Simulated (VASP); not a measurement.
**SiNi (zincblende type): relaxation of cell and atoms with PBE**

The system is SiNi (zincblende type).

```xyz
2
Lattice="0.0000 2.4913 2.4913 2.4913 0.0000 2.4913 2.4913 2.4913 0.0000" Properties=species:S:1:pos:R:3 pbc="T T T"
Ni    0.0000    0.0000    0.0000
Si    1.2457    1.2457    1.2457
```

- Program: VASP 6.6.1
- Task: relaxation of cell and atoms
- Functional: PBE
- Potentials or basis: VASP PAW PBE potentials, release 64 (Ni, Si)
- Cutoff: 600 eV
- k mesh: 13 × 13 × 13
- Occupations: fermi-dirac, width 0.05 eV
- Spin: no spin polarisation
- Target pressure: 12 GPa
- Dipole correction: no
- Further INCAR settings: ALGO = Normal; EDIFF = 1e-07; IBRION = 2; EDIFFG = -0.005; NSW = 32; ISIF = 3

```json
{"Relaxed volume": "15.45 Å³/atom", "Relaxed cell": "a = 3.523 Å, b = 3.523 Å, c = 3.523 Å, α = 60.00°, β = 60.00°, γ = 60.00°", "Space group after relaxing (to 0.1 Å)": "F-43m (No. 216)", "Energy change on relaxing (the run minimises the enthalpy)": "+0.6 meV/atom", "Ionic steps": "3", "Pressure after relaxing": "12.0 GPa", "Band gap on the k mesh": "zero (bands 7 and 8 overlap by 6.91 eV)"}
```

Step by step:
```
step  energy change (eV)  largest force (eV/Å)  pressure (GPa)  volume (Å³)
   1              0.0000                0.0000           11.93        30.93
   2              0.0021                0.0000           12.08        30.90
   3              0.0012                0.0000           12.03        30.91
```

Final structure:
```
Ni Si
1.0
     0.00000    2.49088    2.49088
     2.49088    0.00000    2.49088
     2.49088    2.49088    0.00000
Ni Si
1 1
Direct
  0.00000 0.00000 0.00000
  0.25000 0.25000 0.25000
```

Levels at points of the mesh, in eV from the Fermi level:
```tsv
k point	band 5	band 6	band 7	band 8	band 9	band 10
(0.00, 0.00, 0.00)	-2.33	-2.33	5.93	5.93	5.93	7.21
```

It took 110 s on 1 thread of Intel Xeon 8259CL, with other jobs on the host, peak memory 0.18 GiB.

Caveat: the cell is relaxed towards a set pressure, so the run minimises the enthalpy, not the energy. Spin polarisation is off, so any magnetic state and its effect on volume and gap are missing.
